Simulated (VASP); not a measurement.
Wanted: the native input for a VASP 6.6.1 run.

| Item | Value |
| --- | --- |
| Task | single point |
| Functional | PBE |
| Potentials or basis | VASP PAW PBE potentials, release 64 (Si, C) |
| Cutoff | 520 eV |
| k mesh | 9 × 5 × 1 |
| Occupations | gaussian, width 0.05 eV |
| Spin | collinear spin |
| Starting moments | [0.0, 0.0, 0.0, 0.0, 2.0, 0.0, 0.0, 0.0, 0.0] μB |
| Dipole correction | yes |
| Further INCAR settings | ALGO = Normal; EDIFF = 1e-07; NBANDS = 32 |

The structure of Si5C4 lies in POSCAR:

```
Si5C4
1.0
    3.0920147377      0.0000000000      0.0000000000
    0.0000000000      5.0738209500      0.0000000000
    0.0000000000      0.0000000000     18.9686852044
Si C
5 4
Direct
    0.0000000000      0.9954360498      0.2108738669
    0.5000000000      0.4954360498      0.2579297257
    0.5000000000      0.9936729075      0.3565277077
    0.0000000000      0.4650510040      0.3853429996
    0.3333333333      0.2904870000      0.4916065326
    0.0000000000      0.6195639502      0.2108738669
    0.5000000000      0.1195639502      0.2579297257
    0.5000000000      0.6250368441      0.3569005348
    0.0000000000      0.1238203333      0.3937376325
```

The input as run:

INCAR

```
  PREC = Accurate
  ENCUT = 520
  EDIFF = 1E-7
  ISMEAR = 0
  SIGMA = 0.05
  LREAL = False
  LASPH = True
  NELM = 150
  ALGO = Normal
  ISIF = 2
  LWAVE = False
  LCHARG = False
  ISPIN = 2
  MAGMOM = 0 0 0 0 2 0 0 0 0
  LORBIT = 11
  LDIPOL = True
  IDIPOL = 3
  DIPOL = 0.5 0.5 0.325
  GGA = PE
  NBANDS = 32
```

KPOINTS

```
Automatic mesh
0
Gamma
  9 5 1
```

Potentials or basis: VASP PAW PBE potentials, release 64 (Si, C).

Launch:

```console
$ cat potpaw_PBE.64/Si/POTCAR potpaw_PBE.64/C/POTCAR > POTCAR
$ mpirun -np 1 vasp_std > vasp.out
```

It gave:

- Largest force: 3.056 eV/Å
- Band gap on the k mesh: 0.10 eV (least direct gap 0.29 eV)
- Net moment: 0.00 μB per cell
- Valence electrons inside the program's atomic spheres: Si 1.61, 1.64, 1.67, 1.75, 1.51; C 2.39, 2.48, 2.55, 2.56

Wall time 9.4 min on 1 thread of AMD EPYC 9R45 96-Core Processor (Zen 5), on a shared host, peak memory 0.61 GiB.
